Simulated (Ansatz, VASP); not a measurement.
## Co3SbN in VASP and in Ansatz

```
Co Sb N
1.0
     4.87196    0.00000    0.00000
     0.00000    4.87196    0.00000
     0.00000    0.00000    4.87196
Co Sb N
3 1 1
Direct
  0.00000 0.00000 0.50000
  0.00000 0.50000 0.00000
  0.50000 0.00000 0.00000
  0.00000 0.00000 0.00000
  0.50000 0.50000 0.50000
```

Change from the starting cell: species swapped into the EuH3Pd type (Pm-3m, No. 221).

Alike in both runs: functional PBE; k mesh 8 × 8 × 8; occupations gaussian, width 0.1 eV; collinear spin.

Ansatz relaxed the structure, and its values are those at the end. VASP's run is a single point on that final structure, the one shown.

|  | VASP | Ansatz |
| --- | --- | --- |
| version | VASP 6.6.1 | Ansatz 0.2.0 |
| potentials or method | VASP PAW PBE potentials, release 64 (Co, Sb, N), cutoff 600 eV | scalar-relativistic, plane waves, PAW |
| valence electrons in the cell | 37 | 71 |

```csv
,VASP,Ansatz,Ansatz less VASP
gap on the k mesh at the Fermi level (eV),none,none,-
pressure (GPa),-5.2,0.0,+5.25
net moment per atom (μB),1.04,1.80,+0.753
size of the moment on the site where the two differ most (μB),0.13,2.35,+2.212
```

The net moments are unlike, so the other rows may belong to different states. Site moments also hang on the region over which each program counts them. A gap of «none» marks a metal or a gap that the smearing closes. VASP's potentials hold 37 valence electrons a cell and Ansatz's 71, so a difference there can come from the potentials and not from the codes.

Neither program's run includes spin-orbit coupling.
